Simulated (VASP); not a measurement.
# Li (I4/mmm) in VASP: a series of runs

Li is run at these levels: PBEsol; tasks: single point.

Everything below comes from runs of VASP 6.6.1. Logs are shortened: lines on timing, memory, paths and dates and some standing lists are left out, and cuts for length are marked.

### Step 1. The cell of the first run

It takes space group I4/mmm (No. 139, tetragonal). Conventional cell: a = 3.500 Å, b = 3.500 Å, c = 3.780 Å, α = 90.00°, β = 90.00°, γ = 90.00°. Li (site symmetry 4/mmm) has 14 Li at 3.11 to 3.78 Å within 4.1 Å.

### Step 2. Single point, PBEsol (strain +0.000 along x and y, +0.080 along z)

Input file INCAR:

```
SYSTEM = Li
PREC = Accurate
ENCUT = 520
EDIFF = 1E-6
ISMEAR = 0
SIGMA = 0.15
LREAL = .FALSE.
LASPH = .TRUE.
NELM = 100
ALGO = Fast
ISIF = 2
LWAVE = .FALSE.
LCHARG = .TRUE.
GGA = PS
LELF = .TRUE.
LVHAR = .TRUE.
NBANDS = 8
```

Input file KPOINTS:

```
regular mesh
0
G
  20 20 20
  0 0 0
```

Input file POSCAR:

```
Li
1.0
   -1.7500000000      1.7500000000      1.8900000000
    1.7500000000     -1.7500000000      1.8900000000
    1.7500000000      1.7500000000     -1.8900000000
Li
1
Direct
    0.0000000000      0.0000000000      0.0000000000
```

Potentials or basis: VASP PAW PBE potentials, release 64 (Li_sv).

Run with:

```bash
$ cat potpaw_PBE.64/Li_sv/POTCAR > POTCAR
$ mpirun -np 1 vasp_std > vasp.out
```

OUTCAR:

```text
SYSTEM = Li
   PREC = Accurate
   ENCUT = 520
   EDIFF = 1E-6
   ISMEAR = 0
   LREAL = .FALSE.
   LASPH = .TRUE.
   NELM = 100
   ISIF = 2
   GGA = PS

 ion  position               nearest neighbor table
   1  0.000  0.000  0.000-

  LATTYP: Found a body centered tetragonal cell.
 ALAT       =     3.5000000000
 C/A-ratio  =     1.0800000000

  Lattice vectors:

 A1 = (  -1.7500000000,   1.7500000000,   1.8900000000)
 A2 = (   1.7500000000,  -1.7500000000,   1.8900000000)
 A3 = (   1.7500000000,   1.7500000000,  -1.8900000000)

Analysis of symmetry for initial positions (statically):
=====================================================================
 Subroutine PRICEL returns:
 Original cell was already a primitive cell.

 Routine SETGRP: Setting up the symmetry group for a
 body centered tetragonal supercell.

 Subroutine GETGRP returns: Found 16 space group operations
 (whereof 16 operations were pure point group operations)
 out of a pool of 16 trial point group operations.

The static configuration has the point symmetry D_4h.

Analysis of symmetry for dynamics (positions and initial velocities):
=====================================================================
 Subroutine PRICEL returns:
 Original cell was already a primitive cell.

 Routine SETGRP: Setting up the symmetry group for a
 body centered tetragonal supercell.

 Subroutine GETGRP returns: Found 16 space group operations
 (whereof 16 operations were pure point group operations)
 out of a pool of 16 trial point group operations.

The dynamic configuration has the point symmetry D_4h.

 Subroutine INISYM returns: Found 16 space group operations
 (whereof 16 operations are pure point group operations),
 and found     1 'primitive' translations

----------------------------------------------------------------------------------------

                                     Primitive cell

  volume of cell :      23.1525

  direct lattice vectors                    reciprocal lattice vectors
    -1.750000000  1.750000000  1.890000000     0.000000000  0.285714286  0.264550265
     1.750000000 -1.750000000  1.890000000     0.285714286  0.000000000  0.264550265
     1.750000000  1.750000000 -1.890000000     0.285714286  0.285714286  0.000000000

  length of vectors
     3.114016699  3.114016699  3.114016699     0.389383481  0.389383481  0.404061018

  position of ions in fractional coordinates (direct lattice)
     0.000000000  0.000000000  0.000000000

  ion indices of the primitive-cell ions
   primitive index   ion index
                 1           1

[... 70 lines left out ...]
   NELM   =    100;   NELMIN=  2; NELMDL= -5     # of ELM steps
   EDIFF  = 0.1E-05   stopping-criterion for ELM
   LREAL  =      F    real-space projection
[... 7 lines left out ...]
   TEBEG  =    0.0;   TEEND  =   0.0 temperature during run
   PSTRESS=    0.0 pullay stress
   NELECT =       3.0000    total number of electrons
   NUPDOWN=      -1.0000    fix difference up-down
   EMIN   =  10.00;   EMAX   =-10.00  energy-range for DOS
   EFERMI =   0.00;   METHOD = LEGACY
   ISMEAR =     0;   SIGMA  =   0.15  broadening in eV -4-tet -1-fermi 0-gaus
   EFERMI_NEDOS =   21; number of points for ismear=-14 and -15
   IALGO  =     68    algorithm
   IMIX   =      4    mixing-type and parameters
     AMIX     =   0.40;   BMIX     =  1.00
     AMIX_MAG =   1.60;   BMIX_MAG =  1.00
  volume/ion in A,a.u.               =      23.15       156.24
  Fermi-wavevector in a.u.,A,eV,Ry     =   0.828418  1.565482  9.337347  0.686276
  Thomas-Fermi vector in A             =   1.940790
   LORBIT       =      0    0 simple, 1 ext, 2 COOP (PROOUT), +10 PAW based schemes
   GGA     = PS    functional components
   LHFCALC =     F    Hartree Fock is set to
   AEXX    =    0.0000 exact exchange contribution
   IVDW    =     0    specifies the selected vdW correction
   LEPSILON=     F    determine dielectric tensor
   LRPA    =     F    only Hartree local field effects (RPA)
 non-spin polarized calculation
 RMM-DIIS sequential band-by-band and
 Gauss-broadening in eV      SIGMA  =   0.15
  energy-cutoff  :      520.00
  volume of cell :       23.15
 maximum number of plane-waves:       643
   NGX = 11   NGY = 11   NGZ = 11

 number of electron       3.0000004 magnetization

 Free energy of the ion-electron system (eV)
  ---------------------------------------------------
  ext. energy  EPLUGINS =         0.00000000
  ---------------------------------------------------
  free energy    TOTEN  =        -1.95478940 eV

  energy without entropy =       -1.94955858  energy(sigma->0) =       -1.95217399

 E-fermi :   0.2884     XC(G=0):  -6.7016

 val. band max:        0.2829151054   @ k =  -0.2500   0.4500   0.1000
 cond. band min:       0.2954794538   @ k =   0.4000   0.0500   0.0500
 fundamental gap:      0.0125643484
 Fermi energy:         0.2884149242

 k-point     1 :       0.0000    0.0000    0.0000
  band No.  band energies     occupation
      1     -45.8744      2.00000
      2      -3.0994      2.00000
      3      13.3987      0.00000
      4      13.6368      0.00000
      5      13.6368      0.00000
      6      17.5562      0.00000
      7      17.5563      0.00000
      8      18.3074      0.00000
[... 243 lines left out ...]
 k-point    24 :      -0.3500    0.0500    0.0000
  band No.  band energies     occupation
      1     -45.8657      2.00000
      2      -1.2025      2.00000
      3       5.9246      0.00000
      4      10.5883      0.00000
      5      11.5579      0.00000
      6      14.4818      0.00000
      7      15.7503      0.00000
      8      18.3143      0.00000

 [... further k-points ...]

------------------------ aborting loop because EDIFF is reached ----------------------------------------

  FORCE on cell =-STRESS in cart. coord.  units (eV):
  Direction    XX          YY          ZZ          XY          YZ          ZX
  --------------------------------------------------------------------------------------
  -------------------------------------------------------------------------------------
  Total       -0.2224288     -0.2224288     -0.2255869      0.0000000      0.0000000      0.0000000
  in kB      -15.3923099    -15.3923099    -15.6108515      0.0000000      0.0000000      0.0000000
  external PRESSURE =     -15.4651571 kB  Pullay stress =       0.0000000 kB

 VOLUME and BASIS-vectors are now :
 -----------------------------------------------------------------------------
  energy-cutoff  :      520.00
  volume of cell :       23.15
      direct lattice vectors                 reciprocal lattice vectors
    -1.750000000  1.750000000  1.890000000     0.000000000  0.285714286  0.264550265
     1.750000000 -1.750000000  1.890000000     0.285714286  0.000000000  0.264550265
     1.750000000  1.750000000 -1.890000000     0.285714286  0.285714286  0.000000000

 POSITION                                       TOTAL-FORCE (eV/Angst)
 -----------------------------------------------------------------------------------
      0.00000      0.00000      0.00000        -0.000000     -0.000000     -0.000000
 -----------------------------------------------------------------------------------
    total drift:                               -0.000000     -0.000000      0.000000

  FREE ENERGIE OF THE ION-ELECTRON SYSTEM (eV)
  ---------------------------------------------------
  free  energy   TOTEN  =        -1.9547893951 eV

  energy  without entropy=       -1.9495585825  energy(sigma->0) =       -1.95217399
```

Run time: 4 min. Hardware: 1 thread of AMD EPYC 7R13, shared host; peak memory 0.18 GiB.

What came out:

```
Free energy            : -1.9548 eV
Band gap on the k mesh : zero (an odd number of electrons rules out a gap without spin polarisation)
```

Caveat: the cell differs from its parent crystal (strain +0.000 along x and y, +0.080 along z); the cutoff is under 1.25 times the usual one of these potentials, so pressure, stress and relaxed cells hold a basis-set (Pulay) error; the PAW data sets were made with another functional, which shifts forces and pressure a little.

(Continued in part 2 of 2.)

The gap in the log of VASP goes by the Fermi energy; the results here count the filled bands.